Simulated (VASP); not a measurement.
# WS2 (P-6m2) in VASP: further runs

Runs on WS2. Level: PBE+D3(BJ). Tasks: single point.

All numbers are computed with VASP 6.6.1; they aren't measurements. Logs are shortened: lines on timing, memory, paths and dates and some standing lists are left out, and cuts for length are marked.

## (1) The cell of the first run

The structure is hexagonal, space group P-6m2 (No. 187). The conventional cell has a = 3.061 Å, b = 3.061 Å, c = 6.149 Å, α = 90.00°, β = 90.00°, γ = 120.00°. W (site symmetry -6m2) has 6 S at 2.37 Å and 6 W at 3.06 Å within 3.1 Å. Within 3.2 Å of S (site symmetry 3m) lie 3 W at 2.37 Å and 8 S at 2.98 to 3.17 Å.

## (2) Single point, PBE+D3(BJ)

File INCAR:

```
SYSTEM = WS2
PREC = Accurate
ENCUT = 520
EDIFF = 1E-6
ISMEAR = 0
SIGMA = 0.02
LREAL = .FALSE.
LASPH = .TRUE.
NELM = 100
ALGO = Normal
ISIF = 2
LWAVE = .FALSE.
LCHARG = .FALSE.
GGA = PE
IVDW = 12
NBANDS = 20
```

File KPOINTS:

```
regular mesh
0
G
  12 12 6
  0 0 0
```

File POSCAR:

```
WS2
1.0
    3.0612368481      0.0000000000      0.0000000000
   -1.5306184241      2.6511088775      0.0000000000
    0.0000000000      0.0000000000      6.1492001676
W S
1 2
Direct
    0.3333333333      0.6666666667      0.0000000000
    0.6666666667      0.3333333333      0.7422781207
    0.6666666667      0.3333333333      0.2577218793
```

Potentials or basis: VASP PAW PBE potentials, release 64 (W_sv, S).

Command:

```bash
cat potpaw_PBE.64/W_sv/POTCAR potpaw_PBE.64/S/POTCAR > POTCAR
mpirun -np 1 vasp_std > vasp.out
```

OUTCAR:

```text
SYSTEM = WS2
   PREC = Accurate
   ENCUT = 520
   EDIFF = 1E-6
   ISMEAR = 0
   LREAL = .FALSE.
   LASPH = .TRUE.
   NELM = 100
   ISIF = 2
   GGA = PE
   IVDW = 12
 IVDW          = 12

 ion  position               nearest neighbor table
   1  0.333  0.667  0.000-   2 2.37   3 2.37   2 2.37   3 2.37   2 2.37   3 2.37
   2  0.667  0.333  0.742-   1 2.37   1 2.37   1 2.37
   3  0.667  0.333  0.258-   1 2.37   1 2.37   1 2.37

  LATTYP: Found a hexagonal cell.
 ALAT       =     3.0612368481
 C/A-ratio  =     2.0087306121

  Lattice vectors:

 A1 = (   3.0612368481,   0.0000000000,   0.0000000000)
 A2 = (  -1.5306184241,   2.6511088775,   0.0000000000)
 A3 = (   0.0000000000,   0.0000000000,   6.1492001676)

Analysis of symmetry for initial positions (statically):
=====================================================================
 Subroutine PRICEL returns:
 Original cell was already a primitive cell.

 Routine SETGRP: Setting up the symmetry group for a
 hexagonal supercell.

 Subroutine GETGRP returns: Found 12 space group operations
 (whereof 12 operations were pure point group operations)
 out of a pool of 24 trial point group operations.

The static configuration has the point symmetry D_3h.

Analysis of symmetry for dynamics (positions and initial velocities):
=====================================================================
 Subroutine PRICEL returns:
 Original cell was already a primitive cell.

 Routine SETGRP: Setting up the symmetry group for a
 hexagonal supercell.

 Subroutine GETGRP returns: Found 12 space group operations
 (whereof 12 operations were pure point group operations)
 out of a pool of 24 trial point group operations.

The dynamic configuration has the point symmetry D_3h.

 Subroutine INISYM returns: Found 12 space group operations
 (whereof 12 operations are pure point group operations),
 and found     1 'primitive' translations

----------------------------------------------------------------------------------------

                                     Primitive cell

  volume of cell :      49.9049

  direct lattice vectors                    reciprocal lattice vectors
     3.061236848  0.000000000  0.000000000     0.326665348  0.188600327  0.000000000
    -1.530618424  2.651108878  0.000000000     0.000000000  0.377200653  0.000000000
     0.000000000  0.000000000  6.149200168     0.000000000  0.000000000  0.162622776

  length of vectors
     3.061236848  3.061236848  6.149200168     0.377200653  0.377200653  0.162622776

  position of ions in fractional coordinates (direct lattice)
     0.333333333  0.666666667  0.000000000
     0.666666667  0.333333333  0.742278121
     0.666666667  0.333333333  0.257721879

  ion indices of the primitive-cell ions
   primitive index   ion index
                 1           1
                 2           2
                 3           3

----------------------------------------------------------------------------------------

 KPOINTS: regular mesh

Automatic generation of k-mesh.
 Grid dimensions read from file:
 generate k-points for:   12   12    6

 Generating k-lattice:

  Cartesian coordinates                     Fractional coordinates (reciprocal lattice)
     0.027222112  0.015716694  0.000000000     0.083333333  0.000000000  0.000000000
     0.000000000  0.031433388  0.000000000     0.000000000  0.083333333  0.000000000
     0.000000000  0.000000000  0.027103796     0.000000000  0.000000000  0.166666667

  Length of vectors
     0.031433388  0.031433388  0.027103796

  Shift w.r.t. Gamma in fractional coordinates (k-lattice)
     0.000000000  0.000000000  0.000000000

 Subroutine IBZKPT returns following result:
 ===========================================

 Found     76 irreducible k-points:

 Following reciprocal coordinates:
            Coordinates               Weight
  0.000000  0.000000  0.000000      1.000000
  0.083333  0.000000  0.000000      6.000000
  0.166667  0.000000  0.000000      6.000000
  0.250000  0.000000  0.000000      6.000000
  0.333333  0.000000  0.000000      6.000000
  0.416667  0.000000  0.000000      6.000000
[... 16 lines left out ...]
  0.250000  0.000000  0.166667     12.000000
  0.333333  0.000000  0.166667     12.000000
 [... further k-points ...]
   k-points           NKPTS =     76   k-points in BZ     NKDIM =     76   number of bands    NBANDS=     20
   number of dos      NEDOS =    301   number of ions     NIONS =      3
   total plane-waves  NPLWV =  27648
   dimension x,y,z NGX =    24 NGY =   24 NGZ =   48
   dimension x,y,z NGXF=    48 NGYF=   48 NGZF=   96
   ions per type =               1   2
   NGX,Y,Z   is equivalent  to a cutoff of  13.03, 13.03, 12.98 a.u.
   NGXF,Y,Z  is equivalent  to a cutoff of  26.07, 26.07, 25.95 a.u.
 SYSTEM =  WS2
   PREC   = accura    normal or accurate (medium, high low for compatibility)
   ISTART =      0    job   : 0-new  1-cont  2-samecut
   ICHARG =      2    charge: 1-file 2-atom 10-const
   ISPIN  =      1    spin polarized calculation?
   LNONCOLLINEAR =      F non collinear calculations
   LSORBIT =      F    spin-orbit coupling
   LASPH  =      T    aspherical Exc in radial PAW
   ENCUT  =  520.0 eV  38.22 Ry    6.18 a.u.   5.69  5.69 11.43*2*pi/ulx,y,z
   NELM   =    100;   NELMIN=  2; NELMDL= -5     # of ELM steps
   EDIFF  = 0.1E-05   stopping-criterion for ELM
   LREAL  =      F    real-space projection
   EDIFFG = 0.1E-04   stopping-criterion for IOM
   NSW    =      0    number of steps for IOM
   IBRION =     -1    ionic relax: 0-MD 1-quasi-New 2-CG
   NFREE  =      0    steps in history (QN), initial steepest desc. (CG)
   ISIF   =      2    stress and relaxation
   ISYM   =      2    0-nonsym 1-usesym 2-fastsym
   POTIM  = 0.5000    time-step for ionic-motion
   TEBEG  =    0.0;   TEEND  =   0.0 temperature during run
   PSTRESS=    0.0 pullay stress
   NELECT =      26.0000    total number of electrons
   NUPDOWN=      -1.0000    fix difference up-down
   EMIN   =  10.00;   EMAX   =-10.00  energy-range for DOS
   EFERMI =   0.00;   METHOD = LEGACY
   ISMEAR =     0;   SIGMA  =   0.02  broadening in eV -4-tet -1-fermi 0-gaus
   EFERMI_NEDOS =   21; number of points for ismear=-14 and -15
   IALGO  =     38    algorithm
   IMIX   =      4    mixing-type and parameters
     AMIX     =   0.40;   BMIX     =  1.00
     AMIX_MAG =   1.60;   BMIX_MAG =  1.00
  volume/ion in A,a.u.               =      16.63       112.26
  Fermi-wavevector in a.u.,A,eV,Ry     =   1.317301  2.489337 23.609931  1.735281
  Thomas-Fermi vector in A             =   2.447351
   LORBIT       =      0    0 simple, 1 ext, 2 COOP (PROOUT), +10 PAW based schemes
   GGA     = PE    functional components
   LHFCALC =     F    Hartree Fock is set to
   AEXX    =    0.0000 exact exchange contribution
   IVDW    =    12    specifies the selected vdW correction
   LEPSILON=     F    determine dielectric tensor
   LRPA    =     F    only Hartree local field effects (RPA)
 non-spin polarized calculation
 Gauss-broadening in eV      SIGMA  =   0.02
  energy-cutoff  :      520.00
  volume of cell :       49.90
 maximum number of plane-waves:      1362
 NGX is ok and might be reduce to    24
   NGX = 11   NGY = 11   NGZ = 23

 number of electron      26.0000004 magnetization

 Free energy of the ion-electron system (eV)
  ---------------------------------------------------
  ext. energy  EPLUGINS =         0.00000000
  ---------------------------------------------------
  free energy    TOTEN  =       -23.21167545 eV

  energy without entropy =      -23.21167545  energy(sigma->0) =      -23.21167545

 E-fermi :   8.5671     XC(G=0): -11.2472

 val. band max:        8.3422278823   @ k =   0.0000   0.0000   0.5000
 cond. band min:       9.0894511245   @ k =   0.1667   0.1667   0.0000
 fundamental gap:      0.7472232422
 Fermi energy:         8.5671251208

 k-point     1 :       0.0000    0.0000    0.0000
  band No.  band energies     occupation
      1     -66.1387      2.00000
      2     -30.4990      2.00000
      3     -30.1860      2.00000
      4     -30.1860      2.00000
      5      -7.7253      2.00000
      6      -5.6196      2.00000
[... 12 lines left out ...]
     19      17.0522      0.00000
     20      17.4121      0.00000

 k-point     2 :       0.0833    0.0000    0.0000
  band No.  band energies     occupation
      1     -66.1367      2.00000
      2     -30.4926      2.00000
      3     -30.2206      2.00000
      4     -30.1939      2.00000
      5      -7.5937      2.00000
      6      -5.5725      2.00000
[... 12 lines left out ...]
     19      16.9013      0.00000
     20      17.9288      0.00000

 k-point     3 :       0.1667    0.0000    0.0000
  band No.  band energies     occupation
      1     -66.1313      2.00000
      2     -30.4752      2.00000
      3     -30.3142      2.00000
      4     -30.2155      2.00000
      5      -7.2176      2.00000
      6      -5.4384      2.00000
[... 12 lines left out ...]
     19      16.6914      0.00000
     20      18.2489      0.00000

 k-point     4 :       0.2500    0.0000    0.0000
  band No.  band energies     occupation
      1     -66.1240      2.00000
      2     -30.4514      2.00000
      3     -30.4399      2.00000
      4     -30.2448      2.00000
      5      -6.6522      2.00000
      6      -5.2398      2.00000
[... 12 lines left out ...]
     19      16.9547      0.00000
     20      17.3720      0.00000

 k-point     5 :       0.3333    0.0000    0.0000
  band No.  band energies     occupation
      1     -66.1167      2.00000
      2     -30.5630      2.00000
      3     -30.4274      2.00000
      4     -30.2739      2.00000
      5      -5.9970      2.00000
      6      -5.0188      2.00000
[... 12 lines left out ...]
     19      16.0531      0.00000
     20      16.5895      0.00000
[... 353 lines left out ...]
      6      -5.7024      2.00000
[... 12 lines left out ...]
     19      16.9783      0.00000
     20      17.7446      0.00000

 k-point    22 :       0.1667    0.0000    0.1667
  band No.  band energies     occupation
      1     -66.1313      2.00000
      2     -30.4752      2.00000
      3     -30.3142      2.00000
      4     -30.2155      2.00000
      5      -7.1566      2.00000
      6      -5.5564      2.00000
[... 12 lines left out ...]
     19      16.8234      0.00000
     20      17.8559      0.00000

 k-point    23 :       0.2500    0.0000    0.1667
  band No.  band energies     occupation
      1     -66.1240      2.00000
      2     -30.4514      2.00000
      3     -30.4399      2.00000
      4     -30.2448      2.00000
      5      -6.5934      2.00000
      6      -5.3393      2.00000
[... 12 lines left out ...]
     19      16.6187      0.00000
     20      17.3982      0.00000

 k-point    24 :       0.3333    0.0000    0.1667
  band No.  band energies     occupation
      1     -66.1167      2.00000
      2     -30.5630      2.00000
      3     -30.4274      2.00000
      4     -30.2739      2.00000
      5      -5.9458      2.00000
      6      -5.0942      2.00000
[... 12 lines left out ...]
     19      15.8071      0.00000
     20      16.7422      0.00000

 [... further k-points ...]

------------------------ aborting loop because EDIFF is reached ----------------------------------------

 Edisp (eV)   -1.36813

 E8    (eV) :    -0.5748

  FORCE on cell =-STRESS in cart. coord.  units (eV):
  Direction    XX          YY          ZZ          XY          YZ          ZX
  --------------------------------------------------------------------------------------
  -------------------------------------------------------------------------------------
  Total       3.73382     3.73382     3.71673    -0.00000     0.00000     0.00000
  in kB     119.87284   119.87284   119.32414    -0.00000     0.00000     0.00000
  external pressure =      119.69 kB  Pullay stress =        0.00 kB

 VOLUME and BASIS-vectors are now :
 -----------------------------------------------------------------------------
  energy-cutoff  :      520.00
  volume of cell :       49.90
      direct lattice vectors                 reciprocal lattice vectors
     3.061236848  0.000000000  0.000000000     0.326665348  0.188600327  0.000000000
    -1.530618424  2.651108878  0.000000000     0.000000000  0.377200653  0.000000000
     0.000000000  0.000000000  6.149200168     0.000000000  0.000000000  0.162622776

 POSITION                                       TOTAL-FORCE (eV/Angst)
 -----------------------------------------------------------------------------------
     -0.00000      1.76741      0.00000         0.000000     -0.000000      0.000000
      1.53062      0.88370      4.56442        -0.000000      0.000000      0.000237
      1.53062      0.88370      1.58478        -0.000000      0.000000     -0.000237
 -----------------------------------------------------------------------------------
    total drift:                                0.000000     -0.000000     -0.000000

  FREE ENERGIE OF THE ION-ELECTRON SYSTEM (eV)
  ---------------------------------------------------
  free  energy   TOTEN  =       -24.5798072695 eV

  energy  without entropy=      -24.5798072695  energy(sigma->0) =      -24.57980727
```

Wall time 74 s (1 thread of Intel Xeon 8259CL, shared host); peak memory 0.23 GiB.

Results:

* Free energy: -24.5798 eV
* Pressure: 12.0 GPa
* Band gap on the k mesh: 0.75 eV (least direct gap 2.01 eV)
* Dispersion energy per atom: -0.456 eV

Levels at points of the mesh, in eV from the valence-band top:
```csv
k point,band 9,band 10,band 11,band 12,band 13,band 14,band 15,band 16,band 17,band 18
"(0.00, 0.00, 0.00)",-3.40,-2.00,-2.00,-1.83,-1.60,2.47,2.47,2.65,2.65,5.28
"(0.50, 0.00, 0.00)",-5.93,-4.04,-2.19,-2.14,-1.81,2.38,2.77,4.13,4.48,4.62
"(0.00, 0.00, 0.50)",-3.37,-3.37,-2.08,-2.08,0.00,2.43,2.43,2.79,2.79,5.52
"(0.50, 0.00, 0.50)",-4.97,-4.15,-4.13,-1.57,-1.15,2.82,2.88,3.30,4.01,5.75
```

Caveat: the cell stands under pressure; spin-orbit coupling is left out, which moves the levels of the heavy elements. A k mesh can miss the band edges.

## (3) Single point, PBE+D3(BJ)

This run uses another cell than the first one, of 12.33 Å³/atom.

File INCAR:

```
ALGO = Normal
EDIFF = 1E-6
ENCUT = 520
GGA = PE
ISIF = 2
ISMEAR = 0
IVDW = 12
LASPH = True
LCHARG = False
LREAL = False
LWAVE = False
NBANDS = 20
NELM = 80
PREC = Accurate
SIGMA = 0.1
```

File KPOINTS:

```
k-points
0
Gamma
  18 18 8
```

File POSCAR:

```
WS2
1.0
    2.7666548911      0.0000000000      0.0000000000
   -1.3833274456      2.3959934192      0.0000000000
    0.0000000000      0.0000000000      5.5782475819
W S
1 2
Direct
    0.3333333333      0.6666666667      0.0000000000
    0.6666666667      0.3333333333      0.7120117128
    0.6666666667      0.3333333333      0.2879882872
```

Potentials or basis: VASP PAW PBE potentials, release 64 (W_sv, S).

Command:

```bash
cat potpaw_PBE.64/W_sv/POTCAR potpaw_PBE.64/S/POTCAR > POTCAR
mpirun -np 1 vasp_std > vasp.out
```

Wall time 2.7 min (1 thread of Intel Xeon 8259CL, shared host); peak memory 0.27 GiB.

Results (log left out):

| Item | Value |
| --- | --- |
| Free energy | -21.1238 eV |
| Pressure | 90.4 GPa |
| Largest force | 0.039 eV/Å |
| Band gap on the k mesh | zero (bands 13 and 14 overlap by 0.51 eV) |
| Dispersion energy per atom | -0.627 eV |

Forces on the atoms (eV/Å):
```
W    0.000  0.000  0.000
S    0.000  0.000  0.039
S    0.000  0.000 -0.039
```

Stress tensor (GPa, compression positive):
```
90.34  0.00  0.00
 0.00 90.34  0.00
 0.00  0.00 90.49
```

Levels at points of the mesh, in eV from the Fermi level:
```
           k point  band 10  band 11  band 12  band 13  band 14  band 15  band 16  band 17
(0.00, 0.00, 0.00)    -3.38    -1.32    -1.32    -1.11     2.70     2.70     3.77     3.77
(0.50, 0.00, 0.00)    -4.16    -3.57    -1.77    -1.75     0.96     4.45     4.59     5.78
(0.00, 0.00, 0.50)    -3.29    -1.56    -1.56     0.15     2.93     2.93     3.92     3.92
(0.50, 0.00, 0.50)    -6.00    -4.48    -0.79    -0.03     1.92     3.75     4.14     4.69
```

Caveat: the cell stands under pressure; spin-orbit coupling is left out, which moves the levels of the heavy elements.
